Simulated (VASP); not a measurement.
# Cd2SO: single point with PBE

Cd2SO:

```
CELL_PARAMETERS angstrom
3.59991 0.00000 0.00000
-1.79995 3.11761 0.00000
0.00000 0.00000 12.30080
ATOMIC_POSITIONS crystal
Cd 0.66667 0.33333 0.36437
Cd 0.33333 0.66667 0.63563
Cd 0.33333 0.66667 0.86437
Cd 0.66667 0.33333 0.13563
S 0.00000 0.00000 0.00000
S 0.00000 0.00000 0.50000
O 0.66667 0.33333 0.75000
O 0.33333 0.66667 0.25000
```

```yaml
Program: VASP 6.6.1
Task: single point
Functional: PBE
Potentials_or_basis: VASP PAW PBE potentials, release 64 (Cd, S, O)
Cutoff: 520 eV
k_mesh: 6 × 6 × 2
Occupations: gaussian, width 0.1 eV
Spin: no spin polarisation
Dipole_correction: no
Further_INCAR_settings: ALGO = Normal; EDIFF = 1e-07; NBANDS = 46
```

```yaml
Pressure: 0.6 GPa
Largest_force: 0.014 eV/Å
Band_gap_on_the_k_mesh: zero (filled and empty bands touch)
```

Forces on the atoms (eV/Å):
```
Cd   0.000  0.000  0.014
Cd   0.000  0.000 -0.014
Cd   0.000  0.000  0.014
Cd   0.000  0.000 -0.014
S    0.000  0.000  0.000
S    0.000  0.000  0.000
O    0.000  0.000  0.000
O    0.000  0.000  0.000
```

Stress tensor (GPa, compression positive):
```
0.56 0.00 0.00
0.00 0.56 0.00
0.00 0.00 0.78
```

Levels at points of the mesh, in eV from the Fermi level:
```tsv
k point	band 32	band 33	band 34	band 35	band 36	band 37	band 38	band 39	band 40	band 41
(0.00, 0.00, 0.00)	-1.37	-0.96	-0.13	-0.13	-0.05	-0.05	1.56	3.08	4.25	6.40
(0.50, 0.00, 0.00)	-1.81	-1.74	-1.02	-0.88	-0.44	1.30	1.59	3.79	3.79	4.96
(0.00, 0.00, 0.50)	-1.42	-0.09	-0.09	-0.09	-0.09	0.37	0.37	3.89	3.89	6.38
(0.50, 0.00, 0.50)	-2.13	-1.42	-1.42	-0.68	-0.68	1.66	1.66	3.59	3.59	5.15
```

It took 44 s on 1 thread of Intel(R) Xeon(R) 6975P-C (Granite Rapids), on a shared host, peak memory 0.28 GiB.
